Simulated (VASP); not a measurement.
# PmSb (F-43m) in VASP: further runs

The runs below take PmSb through single point, with PBE+U.

Everything below comes from runs of VASP 6.6.1. Logs are shortened: lines on timing, memory, paths and dates and some standing lists are left out, and cuts for length are marked.

### Step 1. The cell of the first run

It takes space group F-43m (No. 216, cubic). The conventional cell has a = 6.882 Å, b = 6.882 Å, c = 6.882 Å, α = 90.00°, β = 90.00°, γ = 90.00°. Pm (site symmetry -43m) has 4 Sb at 2.98 Å within 3.9 Å. Sb (site symmetry -43m) has 4 Pm at 2.98 Å within 3.9 Å.

### Step 2. Single point, PBE+U, collinear spin, ferromagnetic start

INCAR reads:

```
PREC = Accurate
ENCUT = 520
EDIFF = 1E-6
ISMEAR = 0
SIGMA = 0.05
LREAL = F
LASPH = T
NELM = 150
ALGO = Normal
ISIF = 2
LWAVE = F
LCHARG = F
ISPIN = 2
MAGMOM = 4 0
LORBIT = 11
LMAXMIX = 6
LDAU = T
LDAUTYPE = 2
LDAUL = 3 -1
LDAUU = 6 0
LDAUJ = 0 0
LDAUPRINT = 1
GGA = PE
NBANDS = 21
```

KPOINTS reads:

```
Automatic mesh
0
Gamma
  4 4 4
```

POSCAR reads:

```
PmSb
1.0
    0.0000000000      3.4407766643      3.4407766643
    3.4407766643      0.0000000000      3.4407766643
    3.4407766643      3.4407766643      0.0000000000
Pm Sb
1 1
Direct
    0.0000000000      0.0000000000      0.0000000000
    0.2500000000      0.2500000000      0.2500000000
```

Potentials or basis: VASP PAW PBE potentials, release 64 (Pm, Sb).

Launch:

```console
$ cat potpaw_PBE.64/Pm/POTCAR potpaw_PBE.64/Sb/POTCAR > POTCAR
$ mpirun -np 1 vasp_std > vasp.out
```

OUTCAR:

```text
PREC = Accurate
   ENCUT = 520
   EDIFF = 1E-6
   ISMEAR = 0
   LREAL = F
   LASPH = T
   NELM = 150
   ISIF = 2
   ISPIN = 2
   LORBIT = 11
   GGA = PE

 ion  position               nearest neighbor table
   1  0.000  0.000  0.000-   2 2.98   2 2.98   2 2.98   2 2.98
   2  0.250  0.250  0.250-   1 2.98   1 2.98   1 2.98   1 2.98

  LATTYP: Found a face centered cubic cell.
 ALAT       =     6.8815533286

  Lattice vectors:

 A1 = (   0.0000000000,   3.4407766643,   3.4407766643)
 A2 = (   3.4407766643,   0.0000000000,   3.4407766643)
 A3 = (   3.4407766643,   3.4407766643,   0.0000000000)

Analysis of symmetry for initial positions (statically):
=====================================================================
 Subroutine PRICEL returns:
 Original cell was already a primitive cell.

 Routine SETGRP: Setting up the symmetry group for a
 face centered cubic supercell.

 Subroutine GETGRP returns: Found 24 space group operations
 (whereof 24 operations were pure point group operations)
 out of a pool of 48 trial point group operations.

The static configuration has the point symmetry T_d .

Analysis of symmetry for dynamics (positions and initial velocities):
=====================================================================
 Subroutine PRICEL returns:
 Original cell was already a primitive cell.

 Routine SETGRP: Setting up the symmetry group for a
 face centered cubic supercell.

 Subroutine GETGRP returns: Found 24 space group operations
 (whereof 24 operations were pure point group operations)
 out of a pool of 48 trial point group operations.

The dynamic configuration has the point symmetry T_d .

Analysis of structural, dynamic, and magnetic symmetry:
=====================================================================
 Subroutine PRICEL returns:
 Original cell was already a primitive cell.

 Routine SETGRP: Setting up the symmetry group for a
 face centered cubic supercell.

[... 165 lines left out ...]
  o =  0.9819  v =  0.0000 -1.0000 -0.0000 -0.0000 -0.0000 -0.0000 -0.0000  0.0000  0.0000  0.0000  0.0000  0.0000  0.0000  0.0000      0.0000  0.0000  0.0000  0.0000  0.0000  0.0000  0.0000  0.0000  0.0000  0.0000  0.0000  0.0000  0.0000  0.0000
  o =  0.9830  v =  0.0000 -0.0000 -0.0000 -0.0000  0.7903  0.0280  0.6121  0.0000  0.0000  0.0000  0.0000  0.0000  0.0000  0.0000      0.0000  0.0000  0.0000  0.0000  0.0000  0.0000  0.0000  0.0000  0.0000  0.0000  0.0000  0.0000  0.0000  0.0000
  o =  0.9830  v = -0.6124  0.0000  0.7906  0.0000  0.0000  0.0000 -0.0000  0.0000  0.0000  0.0000  0.0000  0.0000  0.0000  0.0000      0.0000  0.0000  0.0000  0.0000  0.0000  0.0000  0.0000  0.0000  0.0000  0.0000  0.0000  0.0000  0.0000  0.0000
  o =  0.9830  v =  0.0000 -0.0000 -0.0000 -0.0000 -0.0221  0.9996 -0.0171  0.0000  0.0000  0.0000  0.0000  0.0000  0.0000  0.0000      0.0000  0.0000  0.0000  0.0000  0.0000  0.0000  0.0000  0.0000  0.0000  0.0000  0.0000  0.0000  0.0000  0.0000

 number of electron      20.0000000 magnetization       4.0010783

 Free energy of the ion-electron system (eV)
  ---------------------------------------------------
  ext. energy  EPLUGINS =         0.00000000
  ---------------------------------------------------
  free energy    TOTEN  =       -11.34362228 eV

  energy without entropy =      -11.34362228  energy(sigma->0) =      -11.34362228

 E-fermi :   3.7291     XC(G=0):  -8.3880

 val. band max:        3.4741304680   @ k =   0.5000   0.5000   0.0000
 cond. band min:       4.0718148074   @ k =   0.5000   0.0000   0.0000
 fundamental gap:      0.5976843394
 Fermi energy:         3.7291498231

 spin component 1

 k-point     1 :       0.0000    0.0000    0.0000
  band No.  band energies     occupation
      1     -36.2293      1.00000
      2     -16.3315      1.00000
      3     -16.3315      1.00000
      4     -16.3315      1.00000
      5      -4.7609      1.00000
      6      -2.0559      1.00000
[... 181 lines left out ...]
     20       8.2223      0.00000
     21      11.4480      0.00000
 Fermi energy:         3.7291498231

 spin component 2

 k-point     1 :       0.0000    0.0000    0.0000
  band No.  band energies     occupation
      1     -34.3601      1.00000
      2     -15.0238      1.00000
      3     -15.0238      1.00000
      4     -15.0238      1.00000
      5      -4.7215      1.00000
      6       2.5627      1.00000
[... 181 lines left out ...]
     20       8.6594      0.00000
     21      11.8603      0.00000

------------------------ aborting loop because EDIFF is reached ----------------------------------------

  FORCE on cell =-STRESS in cart. coord.  units (eV):
  Direction    XX          YY          ZZ          XY          YZ          ZX
  --------------------------------------------------------------------------------------
  -------------------------------------------------------------------------------------
  Total        2.1010709      2.1010709      2.1010709      0.0000000      0.0000000      0.0000000
  in kB       41.3191949     41.3191949     41.3191949      0.0000000      0.0000000      0.0000000
  external PRESSURE =      41.3191949 kB  Pullay stress =       0.0000000 kB

 VOLUME and BASIS-vectors are now :
 -----------------------------------------------------------------------------
  energy-cutoff  :      520.00
  volume of cell :       81.47
      direct lattice vectors                 reciprocal lattice vectors
     0.000000000  3.440776664  3.440776664    -0.145316029  0.145316029  0.145316029
     3.440776664  0.000000000  3.440776664     0.145316029 -0.145316029  0.145316029
     3.440776664  3.440776664  0.000000000     0.145316029  0.145316029 -0.145316029

 POSITION                                       TOTAL-FORCE (eV/Angst)
 -----------------------------------------------------------------------------------
      0.00000      0.00000      0.00000        -0.000000     -0.000000     -0.000000
      1.72039      1.72039      1.72039         0.000000      0.000000      0.000000
 -----------------------------------------------------------------------------------
    total drift:                                0.000000      0.000000      0.000000

  FREE ENERGIE OF THE ION-ELECTRON SYSTEM (eV)
  ---------------------------------------------------
  free  energy   TOTEN  =       -11.3436222814 eV

  energy  without entropy=      -11.3436222814  energy(sigma->0) =      -11.34362228

 total charge

# of ion       s       p       d       f       tot
--------------------------------------------------
    1        2.021   5.563   0.616   4.006  12.206
    2        1.126   1.493   0.006   0.000   2.625
--------------------------------------------------
tot          3.147   7.056   0.621   4.006  14.830

 magnetization (x)

# of ion       s       p       d       f       tot
--------------------------------------------------
    1       -0.010   0.006   0.054   3.955   4.005
    2       -0.006  -0.043   0.001   0.000  -0.048
--------------------------------------------------
tot         -0.015  -0.038   0.055   3.955   3.957
```

stdout:

```text
POSCAR found type information on POSCAR PmSb
 POSCAR found :  2 types and       2 ions
 scaLAPACK will be used
 LDA part: xc-table for (Slater+PW92), standard interpolation
 POSCAR, INCAR and KPOINTS ok, starting setup
 FFT: planning ... GRIDC
 FFT: planning ... GRID_SOFT
 FFT: planning ... GRID
 WAVECAR not read
 entering main loop
```

It took 53 s on 1 thread of AMD EPYC 7R13 (Zen 3), shared host; peak memory 0.22 GiB.

Results:

| Quantity | Value |
| --- | --- |
| Free energy | -11.3436 eV |
| Pressure | 4.1 GPa |
| Band gap on the k mesh | 0.60 eV, indirect (least direct gap 0.64 eV) |
| Net moment | 4.00 μB per cell |
| Site moments | Pm +4.00; Sb -0.05 μB |
| Valence electrons inside the program's atomic spheres | Pm 12.21; Sb 2.62 |

Eigenvalues of the final occupation matrices:
| site | spin | trace | eigenvalues |
| --- | --- | --- | --- |
| site 1 f | 1 | 3.98 | 0.02 0.02 0.02 0.98 0.98 0.98 0.98 |
| site 1 f | 2 | 0.03 | 0.00 0.00 0.00 0.00 0.00 0.00 0.00 |

Caveat: the magnetic or orbital state may not be the lowest; spin-orbit coupling is left out, which moves the levels of the heavy elements; the U is typed as a test and isn't derived for this compound. The state reached can hang on the start; a lower one may exist.

### Step 3. Single point, PBE+U, collinear spin, ferromagnetic start

INCAR: that of step 2 with these lines changed.

```diff
@@ -1,3 +1,3 @@
 PREC = Accurate
-ENCUT = 520
+ENCUT = 600
 EDIFF = 1E-6
@@ -7,3 +7,3 @@
 LASPH = T
-NELM = 150
+NELM = 200
 ALGO = Normal
@@ -23,2 +23,3 @@
 GGA = PE
-NBANDS = 21
+NBANDS = 26
+GGA_COMPAT = F
```

KPOINTS is that of step 2.

POSCAR is that of step 2.

Potentials or basis: VASP PAW PBE potentials, release 64 (Pm, Sb_d_GW).

Launch:

```console
$ cat potpaw_PBE.64/Pm/POTCAR potpaw_PBE.64/Sb_d_GW/POTCAR > POTCAR
$ mpirun -np 1 vasp_std > vasp.out
```

OUTCAR:

```text
PREC = Accurate
   ENCUT = 600
   EDIFF = 1E-6
   ISMEAR = 0
   LREAL = F
   LASPH = T
   NELM = 200
   ISIF = 2
   ISPIN = 2
   LORBIT = 11
   GGA = PE

 ion  position               nearest neighbor table
   1  0.000  0.000  0.000-   2 2.98   2 2.98   2 2.98   2 2.98
   2  0.250  0.250  0.250-   1 2.98   1 2.98   1 2.98   1 2.98

  LATTYP: Found a face centered cubic cell.
 ALAT       =     6.8815533286

  Lattice vectors:

 A1 = (   0.0000000000,   3.4407766643,   3.4407766643)
 A2 = (   3.4407766643,   0.0000000000,   3.4407766643)
 A3 = (   3.4407766643,   3.4407766643,   0.0000000000)

Analysis of symmetry for initial positions (statically):
=====================================================================
 Subroutine PRICEL returns:
 Original cell was already a primitive cell.

 Routine SETGRP: Setting up the symmetry group for a
 face centered cubic supercell.

 Subroutine GETGRP returns: Found 24 space group operations
 (whereof 24 operations were pure point group operations)
 out of a pool of 48 trial point group operations.

The static configuration has the point symmetry T_d .

Analysis of symmetry for dynamics (positions and initial velocities):
=====================================================================
 Subroutine PRICEL returns:
 Original cell was already a primitive cell.

 Routine SETGRP: Setting up the symmetry group for a
 face centered cubic supercell.

 Subroutine GETGRP returns: Found 24 space group operations
 (whereof 24 operations were pure point group operations)
 out of a pool of 48 trial point group operations.

The dynamic configuration has the point symmetry T_d .

Analysis of structural, dynamic, and magnetic symmetry:
=====================================================================
 Subroutine PRICEL returns:
 Original cell was already a primitive cell.

 Routine SETGRP: Setting up the symmetry group for a
 face centered cubic supercell.

 Subroutine GETGRP returns: Found 24 space group operations
 (whereof 24 operations were pure point group operations)
 out of a pool of 48 trial point group operations.

The overall configuration has the point symmetry T_d .

 Subroutine INISYM returns: Found 24 space group operations
[... 151 lines left out ...]
  o =  0.0034  v =  0.0000  0.0000  0.0000  0.0000  0.0000  0.0000  0.0000 -0.0001  0.0000  0.0002  0.0000  0.0012 -1.0000  0.0009      0.0000  0.0000  0.0000  0.0000  0.0000  0.0000  0.0000  0.0000  0.0000  0.0000  0.0000  0.0000  0.0000  0.0000
  o =  0.0037  v =  0.0000  0.0000  0.0000  0.0000  0.0000  0.0000  0.0000 -0.0000  1.0000 -0.0000  0.0000 -0.0000  0.0000 -0.0000      0.0000  0.0000  0.0000  0.0000  0.0000  0.0000  0.0000  0.0000  0.0000  0.0000  0.0000  0.0000  0.0000  0.0000
  o =  0.0041  v =  0.0000  0.0000  0.0000  0.0000  0.0000  0.0000  0.0000  0.0003 -0.0000  0.0002  1.0000 -0.0001  0.0000  0.0001      0.0000  0.0000  0.0000  0.0000  0.0000  0.0000  0.0000  0.0000  0.0000  0.0000  0.0000  0.0000  0.0000  0.0000
  o =  0.0041  v =  0.0000  0.0000  0.0000  0.0000  0.0000  0.0000  0.0000  0.7901  0.0000  0.6120 -0.0003  0.0216  0.0000 -0.0279      0.0000  0.0000  0.0000  0.0000  0.0000  0.0000  0.0000  0.0000  0.0000  0.0000  0.0000  0.0000  0.0000  0.0000
  o =  0.0041  v =  0.0000  0.0000  0.0000  0.0000  0.0000  0.0000  0.0000  0.0279  0.0000  0.0216 -0.0001 -0.6120 -0.0000  0.7901      0.0000  0.0000  0.0000  0.0000  0.0000  0.0000  0.0000  0.0000  0.0000  0.0000  0.0000  0.0000  0.0000  0.0000
  o =  0.0173  v =  0.0003  0.0000  0.0003  0.1725 -0.6032 -0.0000  0.7787  0.0000  0.0000  0.0000  0.0000  0.0000  0.0000  0.0000      0.0000  0.0000  0.0000  0.0000  0.0000  0.0000  0.0000  0.0000  0.0000  0.0000  0.0000  0.0000  0.0000  0.0000
  o =  0.0173  v =  0.7906 -0.0000  0.6124 -0.0006  0.0002  0.0000 -0.0003  0.0000  0.0000  0.0000  0.0000  0.0000  0.0000  0.0000      0.0000  0.0000  0.0000  0.0000  0.0000  0.0000  0.0000  0.0000  0.0000  0.0000  0.0000  0.0000  0.0000  0.0000
  o =  0.0173  v =  0.0004 -0.0000  0.0003  0.9850  0.1056  0.0000 -0.1364  0.0000  0.0000  0.0000  0.0000  0.0000  0.0000  0.0000      0.0000  0.0000  0.0000  0.0000  0.0000  0.0000  0.0000  0.0000  0.0000  0.0000  0.0000  0.0000  0.0000  0.0000
  o =  0.9820  v =  0.0000 -1.0000 -0.0000 -0.0000 -0.0000 -0.0000 -0.0000  0.0000  0.0000  0.0000  0.0000  0.0000  0.0000  0.0000      0.0000  0.0000  0.0000  0.0000  0.0000  0.0000  0.0000  0.0000  0.0000  0.0000  0.0000  0.0000  0.0000  0.0000
  o =  0.9832  v =  0.0000 -0.0000 -0.0000 -0.0000  0.0055  1.0000  0.0042  0.0000  0.0000  0.0000  0.0000  0.0000  0.0000  0.0000      0.0000  0.0000  0.0000  0.0000  0.0000  0.0000  0.0000  0.0000  0.0000  0.0000  0.0000  0.0000  0.0000  0.0000
  o =  0.9832  v =  0.6124  0.0000 -0.7906  0.0000  0.0000 -0.0000 -0.0000  0.0000  0.0000  0.0000  0.0000  0.0000  0.0000  0.0000      0.0000  0.0000  0.0000  0.0000  0.0000  0.0000  0.0000  0.0000  0.0000  0.0000  0.0000  0.0000  0.0000  0.0000
  o =  0.9832  v =  0.0000 -0.0000 -0.0000  0.0000  0.7906 -0.0069  0.6124  0.0000  0.0000  0.0000  0.0000  0.0000  0.0000  0.0000      0.0000  0.0000  0.0000  0.0000  0.0000  0.0000  0.0000  0.0000  0.0000  0.0000  0.0000  0.0000  0.0000  0.0000

 number of electron      29.9999992 magnetization       4.0005531

 Free energy of the ion-electron system (eV)
  ---------------------------------------------------
  ext. energy  EPLUGINS =         0.00000000
  ---------------------------------------------------
  free energy    TOTEN  =       -11.37504639 eV

  energy without entropy =      -11.37504639  energy(sigma->0) =      -11.37504639

 E-fermi :   3.0179     XC(G=0):  -8.5222

 val. band max:        2.7533347763   @ k =   0.5000   0.5000   0.0000
 cond. band min:       3.3600904481   @ k =   0.5000   0.0000   0.0000
 fundamental gap:      0.6067556718
 Fermi energy:         3.0179060364

 spin component 1

 k-point     1 :       0.0000    0.0000    0.0000
  band No.  band energies     occupation
      1     -36.9427      1.00000
      2     -24.2470      1.00000
      3     -24.2470      1.00000
      4     -24.2470      1.00000
      5     -24.2175      1.00000
      6     -24.2175      1.00000
[... 221 lines left out ...]
     25       7.5131      0.00000
     26      10.7939      0.00000
 Fermi energy:         3.0179060364

 spin component 2

 k-point     1 :       0.0000    0.0000    0.0000
  band No.  band energies     occupation
      1     -35.0738      1.00000
      2     -24.2572      1.00000
      3     -24.2572      1.00000
      4     -24.2572      1.00000
      5     -24.2303      1.00000
      6     -24.2303      1.00000
[... 221 lines left out ...]
     25       7.9510      0.00000
     26      11.1760      0.00000

------------------------ aborting loop because EDIFF is reached ----------------------------------------

  FORCE on cell =-STRESS in cart. coord.  units (eV):
  Direction    XX          YY          ZZ          XY          YZ          ZX
  --------------------------------------------------------------------------------------
  -------------------------------------------------------------------------------------
  Total        2.1141118      2.1141118      2.1141118      0.0000000      0.0000000      0.0000000
  in kB       41.5756537     41.5756537     41.5756537      0.0000000      0.0000000      0.0000000
  external PRESSURE =      41.5756537 kB  Pullay stress =       0.0000000 kB

 VOLUME and BASIS-vectors are now :
 -----------------------------------------------------------------------------
  energy-cutoff  :      600.00
  volume of cell :       81.47
      direct lattice vectors                 reciprocal lattice vectors
     0.000000000  3.440776664  3.440776664    -0.145316029  0.145316029  0.145316029
     3.440776664  0.000000000  3.440776664     0.145316029 -0.145316029  0.145316029
     3.440776664  3.440776664  0.000000000     0.145316029  0.145316029 -0.145316029

 POSITION                                       TOTAL-FORCE (eV/Angst)
 -----------------------------------------------------------------------------------
      0.00000      0.00000      0.00000         0.000000      0.000000      0.000000
      1.72039      1.72039      1.72039        -0.000000     -0.000000     -0.000000
 -----------------------------------------------------------------------------------
    total drift:                                0.000000      0.000000      0.000000

  FREE ENERGIE OF THE ION-ELECTRON SYSTEM (eV)
  ---------------------------------------------------
  free  energy   TOTEN  =       -11.3750463853 eV

  energy  without entropy=      -11.3750463853  energy(sigma->0) =      -11.37504639

 total charge

# of ion       s       p       d       f       tot
--------------------------------------------------
    1        2.021   5.563   0.613   4.006  12.203
    2        1.234   1.766   9.945   0.003  12.948
--------------------------------------------------
tot          3.255   7.329  10.558   4.009  25.151

 magnetization (x)

# of ion       s       p       d       f       tot
--------------------------------------------------
    1       -0.010   0.006   0.054   3.954   4.005
    2       -0.006  -0.051   0.002   0.000  -0.055
--------------------------------------------------
tot         -0.016  -0.045   0.056   3.955   3.950
```

Run time: 87 s. Hardware: 1 thread of Intel Xeon 6975P-C (Granite Rapids), shared host; peak memory 0.31 GiB.

Results:

```yaml
Free_energy: -11.3750 eV
Pressure: 4.2 GPa
Band_gap_on_the_k_mesh: 0.61 eV, indirect (least direct gap 0.64 eV)
Net_moment: 4.00 μB per cell
Site_moments: Pm +4.00; Sb -0.06 μB
Valence_electrons_inside_the_program's_atomic_spheres: Pm 12.20; Sb 12.95
```

Eigenvalues of the final occupation matrices:
| site | spin | trace | eigenvalues |
| --- | --- | --- | --- |
| site 1 f | 1 | 3.98 | 0.02 0.02 0.02 0.98 0.98 0.98 0.98 |
| site 1 f | 2 | 0.03 | 0.00 0.00 0.00 0.00 0.00 0.00 0.00 |

Caveat: the magnetic or orbital state may not be the lowest; spin-orbit coupling is left out, which moves the levels of the heavy elements; the U is typed as a test and isn't derived for this compound. The state reached can hang on the start; a lower one may exist.
